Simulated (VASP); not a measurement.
LaMnIn, 3 atoms in the cell. The structure is hexagonal, space group P-6m2 (No. 187). Conventional cell: a = 4.593 Å, b = 4.593 Å, c = 4.097 Å, α = 90.00°, β = 90.00°, γ = 120.00°. Within 4.4 Å of La (site symmetry -6m2) lie 6 Mn at 3.35 Å and 6 In at 3.35 Å and 2 La at 4.10 Å. Within 3.5 Å of In (site symmetry -6m2) lie 3 Mn at 2.65 Å and 6 La at 3.35 Å. Mn (site symmetry -6m2) has 3 In at 2.65 Å and 6 La at 3.35 Å within 3.5 Å. 

```yaml
Program: VASP 6.6.1
Task: single point
Functional: PBE
Potentials_or_basis: VASP PAW PBE potentials, release 64 (La, In_d, Mn_sv)
Cutoff: 680 eV
k_mesh: 6 × 6 × 6
Occupations: fermi-dirac, width 0.05 eV
Spin: collinear spin, ferromagnetic start
Starting_moments: "[0.0, 0.0, 5.0] μB"
Fixed_moment: 5 μB
Dipole_correction: no
Further_INCAR_settings: ALGO = Normal; EDIFF = 1e-06; NBANDS = 30
```

Potentials or basis: VASP PAW PBE potentials, release 64 (La, In_d, Mn_sv).

Run with:

```sh
$ cat potpaw_PBE.64/La/POTCAR potpaw_PBE.64/In_d/POTCAR potpaw_PBE.64/Mn_sv/POTCAR > POTCAR
$ mpirun -np 1 vasp_std > vasp.out
```

Hardware: 1 thread of Intel(R) Xeon(R) Platinum 8375C CPU @ 2.90GHz (Ice Lake), on a shared host.

Estimate the wall time of this run.

Run time: 3.8 min on 1 thread of Intel(R) Xeon(R) Platinum 8375C CPU @ 2.90GHz (Ice Lake) (shared host), peak memory 0.39 GiB. Counts: scf iterations 17, k points 28.
